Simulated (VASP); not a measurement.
Runs of VASP 6.6.1 on AlN. The structure is that of space group Fm-3m (No. 225), or close to it. The cells are those of the table. 

| cell | gap on the mesh (eV) | pressure (GPa) |
| --- | --- | --- |
| a = 2.874 Å, angles 60.0°, 2 atoms | 4.45 | -5.9 |
| a = 2.713 Å, angles 60.0°, 2 atoms | 4.98 | 53.6 |
| a = 2.853 Å, angles 60.0°, 2 atoms | 4.67 | (c) |
| a = 2.785 Å, angles 60.0°, 2 atoms | 5.16 | (a) |
| a = 2.737 Å, angles 60.0°, 2 atoms | 5.05 | (b) |

Alike in all rows: task single point; level PBE+D3(BJ); potentials or basis VASP PAW PBE potentials, release 64 (Al, N); no spin polarisation; k mesh 8 × 8 × 8; cutoff (eV) 520; smearing gaussian 0.01 eV.

Q: Fill in the values left out.

A: (a) 22.1; (b) 41.8; (c) -0.1.

A k mesh can miss the band edges.
